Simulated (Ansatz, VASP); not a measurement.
## TaMo2C3 in VASP and in Ansatz

The input INCAR:

```
ALGO = Normal
EDIFF = 1E-6
EDIFFG = -0.01
ENCUT = 600
GGA = PE
IBRION = 2
ISIF = 3
ISMEAR = 0
LASPH = T
LCHARG = F
LREAL = F
LWAVE = F
NELM = 80
NSW = 100
PREC = Accurate
SIGMA = 0.1
```

Contents of KPOINTS:

```
k-points
0
Gamma
  12 12 6
```

The input POSCAR:

```
TaMo2C3
1.0
    3.1166360200      0.0000000000      0.0000000000
   -1.5583180100      2.6990859700      0.0000000000
    0.0000000000      0.0000000000      7.6863160100
Ta Mo C
1 2 3
Direct
    0.0000000000      0.0000000000      0.0000000000
    0.3333333300      0.6666666700      0.6692299800
    0.6666666700      0.3333333300      0.3307700200
    0.0000000000      0.0000000000      0.5000000000
    0.3333333300      0.6666666700      0.1679210100
    0.6666666700      0.3333333300      0.8320789900
```

Input for Ansatz:

```yaml
crystal:
  lattice:
    - [3.11663602, 0.0, 0.0]
    - [-1.55831801, 2.69908597, 0.0]
    - [0.0, 0.0, 7.68631601]
  atoms:
    - { symbol: Ta, position: [0.0, 0.0, 0.0] }
    - { symbol: Mo, position: [0.33333333, 0.66666667, 0.66922998] }
    - { symbol: Mo, position: [0.66666667, 0.33333333, 0.33077002] }
    - { symbol: C, position: [0.0, 0.0, 0.5] }
    - { symbol: C, position: [0.33333333, 0.66666667, 0.16792101] }
    - { symbol: C, position: [0.66666667, 0.33333333, 0.83207899] }
basis:
  ecutwfc: 420
kpoints:
  mp_grid: { grid: [12, 12, 6] }
hamiltonian:
  xc: pbe
scf:
  occupations: { method: gaussian, width: 0.1 }
output:
  forces: true
  stress: true
  eigenvalues: true
  write_density: true
  write_potential: true
  elf: true
  volumetric_format: npy
relax:
  adjacent_minimum: "off"
  f_tol: 0.01
  max_steps: 80
  cell: { stress_tol: 0.05 }
```

Alike in both runs: task relaxation of cell and atoms; functional PBE; k mesh 12 × 12 × 6; occupations gaussian, width 0.1 eV; no spin polarisation.

|  | VASP | Ansatz |
| --- | --- | --- |
| version | VASP 6.6.1 | Ansatz 0.2.0 |
| potentials or method | VASP PAW PBE potentials, release 64 (Ta_pv, Mo_sv, C), cutoff 600 eV | scalar-relativistic, plane waves, PAW |
| valence electrons in the cell | 51 | 53 |

```csv
,VASP,Ansatz,Ansatz less VASP
"gap on the k mesh at the Fermi level, each at its own relaxed structure (eV)",none,none,-
relaxed volume (Å³/atom),10.70,10.69,-0.012
relaxed cell length with the largest relative difference (Å),3.107,3.106,-0.0014
```

A gap of «none» marks a metal or a gap that the smearing closes. VASP's potentials hold 51 valence electrons a cell and Ansatz's 53, so a difference there can come from the potentials and not from the codes.

Neither program's run includes spin-orbit coupling. Noted on VASP's run: too few bands were computed for a metal, which touches its energy and stress.
